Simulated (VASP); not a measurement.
# TaAs (I4_1md) in VASP: single point with PBE

Aim: the single point of TaAs with PBE.

Program: VASP 6.6.1. These are calculated values, not measurements. Logs are shortened: lines on timing, memory, paths and dates and some standing lists are left out, and cuts for length are marked.

**1. The cell of the first run**

The structure is tetragonal, space group I4_1md (No. 109). Conventional cell: a = 3.464 Å, b = 3.464 Å, c = 11.732 Å, α = 90.00°, β = 90.00°, γ = 90.00°. Ta (site symmetry 2mm) has 6 As at 2.62 to 2.63 Å and 8 Ta at 3.41 to 3.46 Å within 3.5 Å. As (site symmetry 2mm) has 6 Ta at 2.62 to 2.63 Å and 8 As at 3.41 to 3.46 Å within 3.5 Å.

**2. Single point, PBE**

File INCAR:

```
SYSTEM = TaAs
PREC = Accurate
ENCUT = 520
EDIFF = 1E-7
ISMEAR = 0
SIGMA = 0.1
LREAL = .FALSE.
LASPH = .TRUE.
NELM = 60
ALGO = Normal
ISIF = 2
LWAVE = .FALSE.
LCHARG = .TRUE.
GGA = PE
LELF = .TRUE.
LVHAR = .TRUE.
NBANDS = 24
```

File KPOINTS:

```
Automatic mesh
0
G
  18 18 18
  0 0 0
```

File POSCAR:

```
TaAs
1.0
   -1.7317762835      1.7317762835      5.8658647607
    1.7317762835     -1.7317762835      5.8658647607
    1.7317762835      1.7317762835     -5.8658647607
Ta As
2 2
Direct
    0.5001941278      1.0001941278      0.5000000000
    0.7501941278      0.7501941278      0.0000000000
    0.0824052797      0.5824052797      0.5000000000
    0.3324052797      0.3324052797      0.0000000000
```

Potentials or basis: VASP PAW PBE potentials, release 64 (Ta_pv, As).

The run is started by

```sh
$ cat potpaw_PBE.64/Ta_pv/POTCAR potpaw_PBE.64/As/POTCAR > POTCAR
$ mpirun -np 1 vasp_std > vasp.out
```

OUTCAR:

```text
SYSTEM = TaAs
   PREC = Accurate
   ENCUT = 520
   EDIFF = 1E-7
   ISMEAR = 0
   LREAL = .FALSE.
   LASPH = .TRUE.
   NELM = 60
   ISIF = 2
   GGA = PE

 ion  position               nearest neighbor table
   1  0.500  0.000  0.500-   4 2.62   4 2.62   3 2.63   3 2.63   3 2.63   3 2.63   2 3.41   2 3.41
                             2 3.41   2 3.41
   2  0.750  0.750  0.000-   3 2.62   3 2.62   4 2.63   4 2.63   4 2.63   4 2.63   1 3.41   1 3.41
                             1 3.41   1 3.41
   3  0.082  0.582  0.500-   2 2.62   2 2.62   1 2.63   1 2.63   1 2.63   1 2.63
   4  0.332  0.332  0.000-   1 2.62   1 2.62   2 2.63   2 2.63   2 2.63   2 2.63

  LATTYP: Found a body centered tetragonal cell.
 ALAT       =     3.4635525670
 C/A-ratio  =     3.3871954574

  Lattice vectors:

 A1 = (  -1.7317762835,   1.7317762835,   5.8658647607)
 A2 = (   1.7317762835,  -1.7317762835,   5.8658647607)
 A3 = (   1.7317762835,   1.7317762835,  -5.8658647607)

Analysis of symmetry for initial positions (statically):
=====================================================================
 Subroutine PRICEL returns:
 Original cell was already a primitive cell.

 Routine SETGRP: Setting up the symmetry group for a
 body centered tetragonal supercell.

 Subroutine GETGRP returns: Found  8 space group operations
 (whereof  4 operations were pure point group operations)
 out of a pool of 16 trial point group operations.

The static configuration has the point symmetry C_2v.
 The point group associated with its full space group is C_4v.

Analysis of symmetry for dynamics (positions and initial velocities):
=====================================================================
 Subroutine PRICEL returns:
 Original cell was already a primitive cell.

 Routine SETGRP: Setting up the symmetry group for a
 body centered tetragonal supercell.

 Subroutine GETGRP returns: Found  8 space group operations
 (whereof  4 operations were pure point group operations)
 out of a pool of 16 trial point group operations.

The dynamic configuration has the point symmetry C_2v.
 The point group associated with its full space group is C_4v.

 Subroutine INISYM returns: Found  8 space group operations
 (whereof  4 operations are pure point group operations),
 and found     1 'primitive' translations

----------------------------------------------------------------------------------------

                                     Primitive cell

  volume of cell :      70.3681
[... 93 lines left out ...]
   EDIFF  = 0.1E-06   stopping-criterion for ELM
   LREAL  =      F    real-space projection
   EDIFFG = 0.1E-05   stopping-criterion for IOM
   NSW    =      0    number of steps for IOM
   IBRION =     -1    ionic relax: 0-MD 1-quasi-New 2-CG
   NFREE  =      0    steps in history (QN), initial steepest desc. (CG)
   ISIF   =      2    stress and relaxation
   ISYM   =      2    0-nonsym 1-usesym 2-fastsym
   POTIM  = 0.5000    time-step for ionic-motion
   TEBEG  =    0.0;   TEEND  =   0.0 temperature during run
   PSTRESS=    0.0 pullay stress
   NELECT =      32.0000    total number of electrons
   NUPDOWN=      -1.0000    fix difference up-down
   EMIN   =  10.00;   EMAX   =-10.00  energy-range for DOS
   EFERMI =   0.00;   METHOD = LEGACY
   ISMEAR =     0;   SIGMA  =   0.10  broadening in eV -4-tet -1-fermi 0-gaus
   EFERMI_NEDOS =   21; number of points for ismear=-14 and -15
   IALGO  =     38    algorithm
   IMIX   =      4    mixing-type and parameters
     AMIX     =   0.40;   BMIX     =  1.00
     AMIX_MAG =   1.60;   BMIX_MAG =  1.00
  volume/ion in A,a.u.               =      17.59       118.72
  Fermi-wavevector in a.u.,A,eV,Ry     =   1.258924  2.379022 21.563743  1.584890
  Thomas-Fermi vector in A             =   2.392510
   LORBIT       =      0    0 simple, 1 ext, 2 COOP (PROOUT), +10 PAW based schemes
   GGA     = PE    functional components
   LHFCALC =     F    Hartree Fock is set to
   AEXX    =    0.0000 exact exchange contribution
   IVDW    =     0    specifies the selected vdW correction
   LEPSILON=     F    determine dielectric tensor
   LRPA    =     F    only Hartree local field effects (RPA)
 non-spin polarized calculation
 Gauss-broadening in eV      SIGMA  =   0.10
  energy-cutoff  :      520.00
  volume of cell :       70.37
 maximum number of plane-waves:      1930
   NGX = 23   NGY = 23   NGZ = 23

 number of electron      32.0000002 magnetization

 Free energy of the ion-electron system (eV)
  ---------------------------------------------------
  ext. energy  EPLUGINS =         0.00000000
  ---------------------------------------------------
  free energy    TOTEN  =       -35.11806374 eV

  energy without entropy =      -35.11638315  energy(sigma->0) =      -35.11722345

 E-fermi :   6.8655     XC(G=0): -11.8554

 val. band max:        6.8549565284   @ k =  -0.3333   0.4444   0.3333
 cond. band min:       6.8664324406   @ k =  -0.1667  -0.4444   0.1667
 fundamental gap:      0.0114759122
 Fermi energy:         6.8654678997

 k-point     1 :       0.0000    0.0000    0.0000
  band No.  band energies     occupation
      1     -28.1323      2.00000
      2     -28.1022      2.00000
      3     -28.1022      2.00000
      4     -27.9568      2.00000
      5     -27.9568      2.00000
      6     -27.9025      2.00000
[... 637 lines left out ...]
     23      11.4530      0.00000
     24      12.1736      0.00000

 [... further k-points ...]

------------------------ aborting loop because EDIFF is reached ----------------------------------------

  FORCE on cell =-STRESS in cart. coord.  units (eV):
  Direction    XX          YY          ZZ          XY          YZ          ZX
  --------------------------------------------------------------------------------------
  -------------------------------------------------------------------------------------
  Total        0.1834998      0.1834998      0.1572004      0.0000000      0.0000000      0.0000000
  in kB        4.1780211      4.1780211      3.5792215      0.0000000      0.0000000      0.0000000
  external PRESSURE =       3.9784212 kB  Pullay stress =       0.0000000 kB

 VOLUME and BASIS-vectors are now :
 -----------------------------------------------------------------------------
  energy-cutoff  :      520.00
  volume of cell :       70.37
      direct lattice vectors                 reciprocal lattice vectors
    -1.731776283  1.731776283  5.865864761     0.000000000  0.288720896  0.085238924
     1.731776283 -1.731776283  5.865864761     0.288720896  0.000000000  0.085238924
     1.731776283  1.731776283 -5.865864761     0.288720896  0.288720896  0.000000000

 POSITION                                       TOTAL-FORCE (eV/Angst)
 -----------------------------------------------------------------------------------
      0.00000      1.73178      0.00228        -0.000000      0.000000     -0.000507
      0.00000      0.00000      8.80107         0.000000     -0.000000     -0.000507
      1.73178      0.00000      0.96676         0.000000      0.000000      0.000507
      0.00000      0.00000      3.89969        -0.000000     -0.000000      0.000507
 -----------------------------------------------------------------------------------
    total drift:                                0.000000      0.000000     -0.000033

  FREE ENERGIE OF THE ION-ELECTRON SYSTEM (eV)
  ---------------------------------------------------
  free  energy   TOTEN  =       -35.1180637438 eV

  energy  without entropy=      -35.1163831511  energy(sigma->0) =      -35.11722345
```

OSZICAR:

```text
N       E                     dE             d eps       ncg     rms          rms(c)
DAV:   1     0.237996559251E+03    0.23800E+03   -0.16491E+04 23048   0.129E+03
DAV:   2    -0.270498635731E+02   -0.26505E+03   -0.25350E+03 26976   0.348E+02
DAV:   3    -0.368113747864E+02   -0.97615E+01   -0.95439E+01 30328   0.607E+01
DAV:   4    -0.369420625893E+02   -0.13069E+00   -0.13054E+00 25984   0.717E+00
DAV:   5    -0.369436188600E+02   -0.15563E-02   -0.15557E-02 30424   0.695E-01    0.206E+01
DAV:   6    -0.352202558768E+02    0.17234E+01   -0.42465E+00 27584   0.129E+01    0.862E+00
DAV:   7    -0.351333688680E+02    0.86887E-01   -0.40617E-01 30592   0.408E+00    0.266E+00
DAV:   8    -0.351181490070E+02    0.15220E-01   -0.31970E-02 26000   0.853E-01    0.239E-01
DAV:   9    -0.351180398012E+02    0.10921E-03   -0.26105E-03 29480   0.276E-01    0.124E-01
DAV:  10    -0.351180732627E+02   -0.33462E-04   -0.32048E-04 27088   0.141E-01    0.191E-02
DAV:  11    -0.351180671886E+02    0.60741E-05   -0.12648E-05 29784   0.246E-02    0.121E-02
DAV:  12    -0.351180636289E+02    0.35597E-05   -0.46560E-06 28488   0.160E-02    0.202E-03
DAV:  13    -0.351180637594E+02   -0.13051E-06   -0.19360E-07 22720   0.307E-03    0.563E-04
DAV:  14    -0.351180637438E+02    0.15591E-07   -0.16204E-08 14888   0.989E-04
   1 F= -.35118064E+02 E0= -.35117223E+02  d E =-.168059E-02
```

Wall time 19 min (1 thread of Intel Xeon Platinum 8559C (Emerald Rapids), shared host); peak memory 0.88 GiB.

Results:

```
Free energy            : -35.1181 eV
Pressure               : 0.4 GPa
Band gap on the k mesh : zero (bands 16 and 17 overlap by 0.02 eV)
```

Caveat: spin-orbit coupling is left out, which moves the levels of the heavy elements.
